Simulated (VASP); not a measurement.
Write the native input for VASP 6.6.1 that does the following.

```yaml
Task: single point
Functional: PBE
Potentials_or_basis: VASP PAW PBE potentials, release 64 (Mo_sv, Ge_d)
Cutoff: 520 eV
k_mesh: 13 × 13 × 13
Occupations: fermi-dirac, width 0.08 eV
Spin: no spin polarisation
Dipole_correction: no
Further_INCAR_settings: ALGO = Normal; EDIFF = 1e-07; NBANDS = 21
```

The structure of GeMo (rocksalt type) lies in POSCAR:

```
GeMo
1.0
    0.0000000000      2.4890139897      2.4890139897
    2.4890139897      0.0000000000      2.4890139897
    2.4890139897      2.4890139897      0.0000000000
Mo Ge
1 1
Direct
    0.0000000000      0.0000000000      0.0000000000
    0.5000000000      0.5000000000      0.5000000000
```

These files were run (other wordings do the same):

INCAR

```
  PREC = Accurate
  ENCUT = 520
  EDIFF = 1E-7
  ISMEAR = -1
  SIGMA = 0.08
  LREAL = F
  LASPH = T
  NELM = 100
  ALGO = Normal
  ISIF = 2
  LWAVE = F
  LCHARG = F
  GGA = PE
  NBANDS = 21
```

KPOINTS

```
Automatic mesh
0
Gamma
  13 13 13
```

Potentials or basis: VASP PAW PBE potentials, release 64 (Mo_sv, Ge_d).

Run with:

```sh
$ cat potpaw_PBE.64/Mo_sv/POTCAR potpaw_PBE.64/Ge_d/POTCAR > POTCAR
$ mpirun -np 1 vasp_std > vasp.out
```

Results of the run:

```yaml
Pressure: 19.4 GPa
Band_gap_on_the_k_mesh: zero (bands 14 and 15 overlap by 1.93 eV)
```

Caveat: the cell stands under pressure.

Run time: 31 s on 1 thread of AMD EPYC 9R45 96-Core Processor (Zen 5), on a shared host, peak memory 0.16 GiB.
